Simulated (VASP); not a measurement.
# CuF (P6_3/mmc) in VASP: a series of runs

CuF is run at these levels: r2SCAN; tasks: single point.

All numbers are computed with VASP 6.6.1; they aren't measurements. Logs are shortened: lines on timing, memory, paths and dates and some standing lists are left out, and cuts for length are marked.

### Step 1. The cell of the first run

The structure is hexagonal, space group P6_3/mmc (No. 194). Conventional cell: a = 2.790 Å, b = 2.790 Å, c = 6.465 Å, α = 90.00°, β = 90.00°, γ = 120.00°. Within 3.0 Å of Cu (site symmetry -3m) lie 6 F at 2.28 Å and 6 Cu at 2.79 Å. Within 3.0 Å of F (site symmetry -6m2) lie 6 Cu at 2.28 Å and 6 F at 2.79 Å.

### Step 2. Single point, r2SCAN (volume changed by +3%)

The input, POSCAR:

```
CuF
1.0
    2.7898898925      0.0000000000      0.0000000000
   -1.3949449462      2.4161155207      0.0000000000
    0.0000000000      0.0000000000      6.4653733734
Cu F
2 2
Direct
    0.0000000000      0.0000000000      0.0000000000
    0.0000000000      0.0000000000      0.5000000000
    0.3333333333      0.6666666667      0.2500000000
    0.6666666667      0.3333333333      0.7500000000
```

The input, INCAR.step1:

```
PREC = Accurate
ENCUT = 520
ISMEAR = -1
SIGMA = 0.02
LREAL = F
LASPH = T
NELM = 80
NBANDS = 26
GGA = PE
ALGO = Normal
EDIFF = 1E-4
LWAVE = T
LCHARG = F
```

The input, INCAR.step2:

```
PREC = Accurate
ENCUT = 520
EDIFF = 1E-6
ISMEAR = -1
SIGMA = 0.02
LREAL = F
LASPH = T
NELM = 80
ALGO = Normal
ISIF = 2
LWAVE = F
LCHARG = F
METAGGA = R2SCAN
LMIXTAU = T
NBANDS = 26
ISTART = 1
```

The input, KPOINTS:

```
regular mesh
0
Gamma
  9 9 4
```

Potentials or basis: VASP PAW PBE potentials, release 64 (Cu, F).

Started as:

```console
$ cat potpaw_PBE.64/Cu/POTCAR potpaw_PBE.64/F/POTCAR > POTCAR
$ cp INCAR.step1 INCAR
$ mpirun -np 1 vasp_std > vasp.out
$ cp INCAR.step2 INCAR
$ mpirun -np 1 vasp_std > vasp.out
```

OUTCAR:

```text
PREC = Accurate
   ENCUT = 520
   EDIFF = 1E-6
   ISMEAR = -1
   LREAL = F
   LASPH = T
   NELM = 80
   ISIF = 2
   METAGGA = R2SCAN
   ISTART = 1

 ion  position               nearest neighbor table
   1  0.000  0.000  0.000-   3 2.28   4 2.28   4 2.28   3 2.28   4 2.28   3 2.28
   2  0.000  0.000  0.500-   3 2.28   4 2.28   4 2.28   3 2.28   4 2.28   3 2.28
   3  0.333  0.667  0.250-   1 2.28   2 2.28   1 2.28   2 2.28   1 2.28   2 2.28
   4  0.667  0.333  0.750-   1 2.28   2 2.28   1 2.28   2 2.28   1 2.28   2 2.28

  LATTYP: Found a hexagonal cell.
 ALAT       =     2.7898898925
 C/A-ratio  =     2.3174295841

  Lattice vectors:

 A1 = (   2.7898898925,   0.0000000000,   0.0000000000)
 A2 = (  -1.3949449462,   2.4161155207,   0.0000000000)
 A3 = (   0.0000000000,   0.0000000000,   6.4653733734)

Analysis of symmetry for initial positions (statically):
=====================================================================
 Subroutine PRICEL returns:
 Original cell was already a primitive cell.

 Routine SETGRP: Setting up the symmetry group for a
 hexagonal supercell.

 Subroutine GETGRP returns: Found 24 space group operations
 (whereof 12 operations were pure point group operations)
 out of a pool of 24 trial point group operations.

The static configuration has the point symmetry D_3d.
 The point group associated with its full space group is D_6h.

Analysis of symmetry for dynamics (positions and initial velocities):
=====================================================================
 Subroutine PRICEL returns:
 Original cell was already a primitive cell.

 Routine SETGRP: Setting up the symmetry group for a
 hexagonal supercell.

 Subroutine GETGRP returns: Found 24 space group operations
 (whereof 12 operations were pure point group operations)
 out of a pool of 24 trial point group operations.

The dynamic configuration has the point symmetry D_3d.
 The point group associated with its full space group is D_6h.

 Subroutine INISYM returns: Found 24 space group operations
 (whereof 12 operations are pure point group operations),
 and found     1 'primitive' translations

----------------------------------------------------------------------------------------

                                     Primitive cell

  volume of cell :      43.5811

  direct lattice vectors                    reciprocal lattice vectors
     2.789889893  0.000000000  0.000000000     0.358437085  0.206943747  0.000000000
    -1.394944946  2.416115521  0.000000000     0.000000000  0.413887495  0.000000000
     0.000000000  0.000000000  6.465373373     0.000000000  0.000000000  0.154670108

  length of vectors
     2.789889893  2.789889893  6.465373373     0.413887495  0.413887495  0.154670108

  position of ions in fractional coordinates (direct lattice)
     0.000000000  0.000000000  0.000000000
     0.000000000  0.000000000  0.500000000
     0.333333333  0.666666667  0.250000000
     0.666666667  0.333333333  0.750000000

  ion indices of the primitive-cell ions
   primitive index   ion index
                 1           1
                 2           2
                 3           3
                 4           4

----------------------------------------------------------------------------------------

 KPOINTS: regular mesh

Automatic generation of k-mesh.
 Grid dimensions read from file:
 generate k-points for:    9    9    4

 Generating k-lattice:

  Cartesian coordinates                     Fractional coordinates (reciprocal lattice)
     0.039826343  0.022993750  0.000000000     0.111111111  0.000000000  0.000000000
     0.000000000  0.045987499  0.000000000     0.000000000  0.111111111  0.000000000
     0.000000000  0.000000000  0.038667527     0.000000000  0.000000000  0.250000000

  Length of vectors
     0.045987499  0.045987499  0.038667527

  Shift w.r.t. Gamma in fractional coordinates (k-lattice)
     0.000000000  0.000000000  0.000000000

 Subroutine IBZKPT returns following result:
 ===========================================

 Found     36 irreducible k-points:

 Following reciprocal coordinates:
            Coordinates               Weight
  0.000000  0.000000  0.000000      1.000000
  0.111111 -0.000000  0.000000      6.000000
  0.222222  0.000000  0.000000      6.000000
  0.333333  0.000000  0.000000      6.000000
  0.444444  0.000000  0.000000      6.000000
  0.111111  0.111111  0.000000      6.000000
[... 16 lines left out ...]
  0.333333  0.222222  0.250000     24.000000
  0.333333  0.333333  0.250000      4.000000
 [... further k-points ...]
   k-points           NKPTS =     36   k-points in BZ     NKDIM =     36   number of bands    NBANDS=     26
   number of dos      NEDOS =    301   number of ions     NIONS =      4
   total plane-waves  NPLWV =  27648
   dimension x,y,z NGX =    24 NGY =   24 NGZ =   48
   dimension x,y,z NGXF=    48 NGYF=   48 NGZF=   96
   ions per type =               2   2
   NGX,Y,Z   is equivalent  to a cutoff of  14.30, 14.30, 12.34 a.u.
   NGXF,Y,Z  is equivalent  to a cutoff of  28.60, 28.60, 24.68 a.u.
 SYSTEM =  unknown system
   PREC   = accura    normal or accurate (medium, high low for compatibility)
   ISTART =      1    job   : 0-new  1-cont  2-samecut
   ICHARG =      0    charge: 1-file 2-atom 10-const
   ISPIN  =      1    spin polarized calculation?
   LNONCOLLINEAR =      F non collinear calculations
   LSORBIT =      F    spin-orbit coupling
   LASPH  =      T    aspherical Exc in radial PAW
   ENCUT  =  520.0 eV  38.22 Ry    6.18 a.u.   5.19  5.19 12.02*2*pi/ulx,y,z
   NELM   =     80;   NELMIN=  2; NELMDL=  0     # of ELM steps
   EDIFF  = 0.1E-05   stopping-criterion for ELM
   LREAL  =      F    real-space projection
   EDIFFG = 0.1E-04   stopping-criterion for IOM
   NSW    =      0    number of steps for IOM
   IBRION =     -1    ionic relax: 0-MD 1-quasi-New 2-CG
   NFREE  =      0    steps in history (QN), initial steepest desc. (CG)
   ISIF   =      2    stress and relaxation
   ISYM   =      2    0-nonsym 1-usesym 2-fastsym
   POTIM  = 0.5000    time-step for ionic-motion
   TEBEG  =    0.0;   TEEND  =   0.0 temperature during run
   PSTRESS=    0.0 pullay stress
   NELECT =      36.0000    total number of electrons
   NUPDOWN=      -1.0000    fix difference up-down
   EMIN   =  10.00;   EMAX   =-10.00  energy-range for DOS
   EFERMI =   0.00;   METHOD = LEGACY
   ISMEAR =    -1;   SIGMA  =   0.02  broadening in eV -4-tet -1-fermi 0-gaus
   EFERMI_NEDOS =   21; number of points for ismear=-14 and -15
   IALGO  =     38    algorithm
   IMIX   =      4    mixing-type and parameters
     AMIX     =   0.40;   BMIX     =  1.00
     AMIX_MAG =   1.60;   BMIX_MAG =  1.00
  volume/ion in A,a.u.               =      10.90        73.52
  Fermi-wavevector in a.u.,A,eV,Ry     =   1.536065  2.902742 32.102880  2.359495
  Thomas-Fermi vector in A             =   2.642766
   LORBIT       =      0    0 simple, 1 ext, 2 COOP (PROOUT), +10 PAW based schemes
   METAGGA = R2SCAN    functional components
   LHFCALC =     F    Hartree Fock is set to
   AEXX    =    0.0000 exact exchange contribution
   IVDW    =     0    specifies the selected vdW correction
   LEPSILON=     F    determine dielectric tensor
   LRPA    =     F    only Hartree local field effects (RPA)
 non-spin polarized calculation
  energy-cutoff  :      520.00
  volume of cell :       43.58
 maximum number of plane-waves:      1186
 NGX is ok and might be reduce to    24
   NGX = 11   NGY = 11   NGZ = 25

 number of electron      35.9999984 magnetization

 Free energy of the ion-electron system (eV)
  ---------------------------------------------------
  ext. energy  EPLUGINS =         0.00000000
  ---------------------------------------------------
  free energy    TOTEN  =       -31.79011782 eV

  energy without entropy =      -31.78697888  energy(sigma->0) =      -31.78854835

 E-fermi :   4.2411     XC(G=0): -12.0232

 val. band max:        4.2286992671   @ k =   0.3333   0.3333   0.5000
 cond. band min:       4.5613901449   @ k =   0.1111  -0.0000   0.2500
 fundamental gap:      0.3326908778
 Fermi energy:         4.2411051451

 k-point     1 :       0.0000    0.0000    0.0000
  band No.  band energies     occupation
      1     -21.2480      2.00000
      2     -21.1070      2.00000
      3      -4.0191      2.00000
      4      -1.7461      2.00000
      5      -0.3790      2.00000
      6      -0.3790      2.00000
[... 18 lines left out ...]
     25      23.7127      0.00000
     26      25.7391      0.00000

 k-point     2 :       0.1111   -0.0000    0.0000
  band No.  band energies     occupation
      1     -21.1864      2.00000
      2     -21.0581      2.00000
      3      -3.8278      2.00000
      4      -1.7707      2.00000
      5      -0.6746      2.00000
      6      -0.5787      2.00000
[... 18 lines left out ...]
     25      23.3130      0.00000
     26      23.4230      0.00000

 k-point     3 :       0.2222    0.0000    0.0000
  band No.  band energies     occupation
      1     -21.0268      2.00000
      2     -20.9319      2.00000
      3      -3.3171      2.00000
      4      -1.8315      2.00000
      5      -1.6299      2.00000
      6      -1.3685      2.00000
[... 18 lines left out ...]
     25      20.1369      0.00000
     26      21.4935      0.00000

 k-point     4 :       0.3333    0.0000    0.0000
  band No.  band energies     occupation
      1     -20.8376      2.00000
      2     -20.7846      2.00000
      3      -2.6834      2.00000
      4      -2.5547      2.00000
      5      -2.0949      2.00000
      6      -1.8965      2.00000
[... 18 lines left out ...]
     25      19.3797      0.00000
     26      20.5526      0.00000
[... 496 lines left out ...]
      1     -20.7484      2.00000
      2     -20.7235      2.00000
      3      -2.5598      2.00000
      4      -2.4745      2.00000
      5      -2.0306      2.00000
      6      -1.9152      2.00000
[... 18 lines left out ...]
     25      16.1244      0.00000
     26      18.9523      0.00000

 k-point    23 :       0.3333    0.2222    0.2500
  band No.  band energies     occupation
      1     -20.6520      2.00000
      2     -20.6452      2.00000
      3      -2.6618      2.00000
      4      -2.3858      2.00000
      5      -2.0037      2.00000
      6      -1.9436      2.00000
[... 18 lines left out ...]
     25      16.4601      0.00000
     26      18.9855      0.00000

 k-point    24 :       0.3333    0.3333    0.2500
  band No.  band energies     occupation
      1     -20.6182      2.00000
      2     -20.6182      2.00000
      3      -2.2828      2.00000
      4      -2.0958      2.00000
      5      -2.0958      2.00000
      6      -1.9335      2.00000
[... 18 lines left out ...]
     25      16.7674      0.00000
     26      19.1255      0.00000

 [... further k-points ...]
[... 5 lines left out ...]
  --------------------------------------------------------------------------------------
  -------------------------------------------------------------------------------------
  Total       -0.6712939     -0.6712939     -1.1559629     -0.0000000      0.0000000      0.0000000
  in kB      -24.6788509    -24.6788509    -42.4967886     -0.0000000      0.0000000      0.0000000
  external PRESSURE =     -30.6181635 kB  Pullay stress =       0.0000000 kB

 VOLUME and BASIS-vectors are now :
 -----------------------------------------------------------------------------
  energy-cutoff  :      520.00
  volume of cell :       43.58
      direct lattice vectors                 reciprocal lattice vectors
     2.789889893  0.000000000  0.000000000     0.358437085  0.206943747  0.000000000
    -1.394944946  2.416115521  0.000000000     0.000000000  0.413887495  0.000000000
     0.000000000  0.000000000  6.465373373     0.000000000  0.000000000  0.154670108

 POSITION                                       TOTAL-FORCE (eV/Angst)
 -----------------------------------------------------------------------------------
      0.00000      0.00000      0.00000        -0.000000     -0.000000      0.000000
      0.00000      0.00000      3.23269        -0.000000     -0.000000      0.000000
     -0.00000      1.61074      1.61634        -0.000000      0.000000     -0.000000
      1.39494      0.80537      4.84903         0.000000     -0.000000      0.000000
 -----------------------------------------------------------------------------------
    total drift:                               -0.000000      0.000000      0.000000

  FREE ENERGIE OF THE ION-ELECTRON SYSTEM (eV)
  ---------------------------------------------------
  free  energy   TOTEN  =       -31.7901178152 eV

  energy  without entropy=      -31.7869788834  energy(sigma->0) =      -31.78854835
```

It took 2.2 min on 1 thread of Intel Xeon 6975P-C, shared host; peak memory 0.19 GiB.

What came out:

| Property | Result |
| --- | --- |
| Free energy | -31.7901 eV |
| Pressure | -3.1 GPa |
| Band gap on the k mesh | zero (band 18 reaches 4.23 eV, above the bottom of band 19 at 3.88 eV) |

Stress tensor (GPa, compression positive):
```
-2.47  0.00  0.00
 0.00 -2.47  0.00
 0.00  0.00 -4.25
```

Caveat: the cell differs from its parent crystal (volume changed by +3%); the PAW data sets were made with another functional, which shifts forces and pressure a little; semilocal functionals often make such compounds metallic where correlation or magnetic order opens a gap, which also shifts bond lengths.

### Step 3. Single point, r2SCAN (volume changed by +6%)

The input, POSCAR:

```
CuF
1.0
    2.8167174026      0.0000000000      0.0000000000
   -1.4083587013      2.4393488259      0.0000000000
    0.0000000000      0.0000000000      6.5275442389
Cu F
2 2
Direct
    0.0000000000      0.0000000000      0.0000000000
    0.0000000000      0.0000000000      0.5000000000
    0.3333333333      0.6666666667      0.2500000000
    0.6666666667      0.3333333333      0.7500000000
```

The input, INCAR.step1:

```
ALGO     = Normal         # electronic algorithm
EDIFF    = 1E-4           # SCF threshold, eV
ENCUT    = 520            # plane-wave cutoff, eV
GGA      = PE             # functional
ISMEAR   = -1             # smearing method
LASPH    = T              # aspherical terms in the spheres
LCHARG   = F              # write CHGCAR
LREAL    = F              # projectors in reciprocal space
LWAVE    = T              # write WAVECAR
NBANDS   = 26             # bands
NELM     = 100            # most SCF steps
PREC     = Accurate       # precision mode
SIGMA    = 0.02           # smearing width, eV
```

The input, INCAR.step2:

```
ALGO     = Normal         # electronic algorithm
EDIFF    = 1E-7           # SCF threshold, eV
ENCUT    = 520            # plane-wave cutoff, eV
ISIF     = 2              # what is computed and relaxed
ISMEAR   = -1             # smearing method
ISTART   = 1            
LASPH    = T              # aspherical terms in the spheres
LCHARG   = F              # write CHGCAR
LMIXTAU  = T            
LREAL    = F              # projectors in reciprocal space
LWAVE    = F              # write WAVECAR
METAGGA  = R2SCAN         # meta-GGA
NBANDS   = 26             # bands
NELM     = 100            # most SCF steps
PREC     = Accurate       # precision mode
SIGMA    = 0.02           # smearing width, eV
```

The input, KPOINTS:

```
k-points
0
Gamma
  9 9 4
```

Potentials or basis: VASP PAW PBE potentials, release 64 (Cu, F).

Started as:

```console
$ cat potpaw_PBE.64/Cu/POTCAR potpaw_PBE.64/F/POTCAR > POTCAR
$ cp INCAR.step1 INCAR
$ mpirun -np 1 vasp_std > vasp.out
$ cp INCAR.step2 INCAR
$ mpirun -np 1 vasp_std > vasp.out
```

Wall time 2.9 min (1 thread of Intel Xeon 6975P-C, shared host); peak memory 0.19 GiB.

The run converged. Its results:

```yaml
Free_energy: -31.7564 eV
Pressure: -5.8 GPa
Band_gap_on_the_k_mesh: zero (band 18 reaches 3.89 eV, above the bottom of band 19 at 3.56 eV)
```

Stress tensor (GPa, compression positive):
```
-4.73  0.00  0.00
 0.00 -4.73  0.00
 0.00  0.00 -7.86
```

Levels at points of the mesh, in eV from the Fermi level:
| k point | band 14 | band 15 | band 16 | band 17 | band 18 | band 19 | band 20 | band 21 | band 22 | band 23 |
| --- | --- | --- | --- | --- | --- | --- | --- | --- | --- | --- |
| (0.00, 0.00, 0.00) | -1.05 | -0.58 | -0.58 | -0.48 | -0.34 | -0.34 | 3.43 | 5.80 | 13.21 | 14.51 |
| (0.00, 0.00, 0.50) | -1.10 | -0.49 | -0.49 | -0.49 | -0.49 | 0.87 | 0.87 | 9.00 | 9.00 | 19.47 |

Caveat: the cell differs from its parent crystal (volume changed by +6%); the PAW data sets were made with another functional, which shifts forces and pressure a little; semilocal functionals often make such compounds metallic where correlation or magnetic order opens a gap, which also shifts bond lengths.

### Step 4. Single point, r2SCAN

This run uses another cell than the first one, of 10.58 Å³/atom, 0.971 times its volume.

The input, POSCAR:

```
CuF
1.0
    2.7625362693      0.0000000000      0.0000000000
   -1.3812681347      2.3924265881      0.0000000000
    0.0000000000      0.0000000000      6.4019832778
Cu F
2 2
Direct
    0.0000000000      0.0000000000      0.0000000000
    0.0000000000      0.0000000000      0.5000000000
    0.3333333333      0.6666666667      0.2500000000
    0.6666666667      0.3333333333      0.7500000000
```

The input, INCAR.step1:

```
PREC = Accurate
ENCUT = 520
ISMEAR = -1
SIGMA = 0.02
LREAL = F
LASPH = T
NELM = 80
NBANDS = 26
GGA = PE
ALGO = Normal
EDIFF = 1E-4
LWAVE = T
LCHARG = F
```

The input, INCAR.step2:

```
PREC = Accurate
ENCUT = 520
EDIFF = 1E-6
ISMEAR = -1
SIGMA = 0.02
LREAL = F
LASPH = T
NELM = 80
ALGO = Normal
ISIF = 2
LWAVE = F
LCHARG = F
METAGGA = R2SCAN
LMIXTAU = T
NBANDS = 26
ISTART = 1
```

The input, KPOINTS:

```
Automatic mesh
0
Gamma
  12 12 4
```

Started as:

```console
$ cat potpaw_PBE.64/Cu/POTCAR potpaw_PBE.64/F/POTCAR > POTCAR
$ cp INCAR.step1 INCAR
$ mpirun -np 1 vasp_std > vasp.out
$ cp INCAR.step2 INCAR
$ mpirun -np 1 vasp_std > vasp.out
```

Wall time 3.1 min (1 thread of Intel Xeon 6975P-C, shared host); peak memory 0.2 GiB.

The run converged. Its results:

```
Free energy            : -31.7996 eV
Pressure               : 0.1 GPa
Band gap on the k mesh : zero (band 18 reaches 4.64 eV, above the bottom of band 19 at 4.24 eV)
```

Stress tensor (GPa, compression positive):
```
-0.03  0.00  0.00
 0.00 -0.03  0.00
 0.00  0.00  0.41
```

Levels at points of the mesh, in eV from the Fermi level:
| k point | band 16 | band 17 | band 18 | band 19 | band 20 | band 21 |
| --- | --- | --- | --- | --- | --- | --- |
| (0.00, 0.00, 0.00) | -0.66 | -0.51 | -0.39 | -0.39 | 3.62 | 5.93 |
| (0.50, 0.00, 0.00) | -0.33 | -0.15 | 0.01 | 4.25 | 5.91 | 6.46 |
| (0.00, 0.00, 0.50) | -0.56 | -0.56 | -0.56 | 0.93 | 0.93 | 9.23 |
| (0.50, 0.00, 0.50) | -0.45 | -0.37 | -0.37 | 4.67 | 4.67 | 7.23 |

Caveat: the PAW data sets were made with another functional, which shifts forces and pressure a little; semilocal functionals often make such compounds metallic where correlation or magnetic order opens a gap, which also shifts bond lengths.

### Step 5. The runs side by side

```csv
cell,k mesh,gap on the mesh (eV),pressure (GPa)
"a = 2.790, b = 2.790, c = 6.465 Å, angles 90.0, 90.0, 120.0°, 4 atoms",9 × 9 × 4,none,-3.1
"a = 2.817, b = 2.817, c = 6.528 Å, angles 90.0, 90.0, 120.0°, 4 atoms",9 × 9 × 4,none,-5.8
"a = 2.763, b = 2.763, c = 6.402 Å, angles 90.0, 90.0, 120.0°, 4 atoms",12 × 12 × 4,none,0.1
```

Alike in all rows: task single point; level r2SCAN; potentials or basis VASP PAW PBE potentials, release 64 (Cu, F); no spin polarisation; cutoff (eV) 520; smearing fermi-dirac 0.02 eV.

Caveats: the PAW data sets were made with another functional, which shifts forces and pressure a little; semilocal functionals often make such compounds metallic where correlation or magnetic order opens a gap, which also shifts bond lengths.

Total energies depend on the potentials used, so only differences within one code and one set of settings carry meaning.
